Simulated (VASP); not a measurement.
A run of VASP 6.6.1 is set up as follows.

The input INCAR:

```
  ALGO = Normal
  EDIFF = 1E-6
  ENCUT = 520
  GGA = PE
  ISIF = 2
  ISMEAR = -1
  LASPH = T
  LCHARG = T
  LELF = T
  LREAL = F
  LVHAR = T
  LWAVE = F
  NBANDS = 22
  NELM = 60
  PREC = Accurate
  SIGMA = 0.05
```

KPOINTS

```
k-points
0
Gamma
  7 7 3
```

The input POSCAR:

```
I
1.0
    3.5608297907     -2.3461283221      0.0000000000
    3.5608297907      2.3461283221      0.0000000000
    0.0000000000      0.0000000000      9.5935177805
I
4
Direct
    0.6493000000      0.3507000000      0.3844000000
    0.1493000000      0.8507000000      0.1156000000
    0.3507000000      0.6493000000      0.6156000000
    0.8507000000      0.1493000000      0.8844000000
```

Potentials or basis: VASP PAW PBE potentials, release 64 (I).

Run with:

```console
$ cat potpaw_PBE.64/I/POTCAR > POTCAR
$ mpirun -np 1 vasp_std > vasp.out
```

Task: Predict the band gap on the k mesh.

Result: 1.47 eV, indirect (least direct gap 1.59 eV).

Task: What does it give for the pressure?

Result: 3.8 GPa.

Task: Estimate the largest force.

Result: 1.452 eV/Å.

Stress tensor (GPa, compression positive):
```
1.74 0.00 0.00
0.00 3.22 0.00
0.00 0.00 6.38
```

Caveat: spin-orbit coupling is left out, which moves the levels of the heavy elements; forces of over 1 eV/Å act on the atoms, so gaps and moduli don't describe the material at rest. Expect the measured gap to be larger: semilocal functionals such as PBE lack the derivative discontinuity.
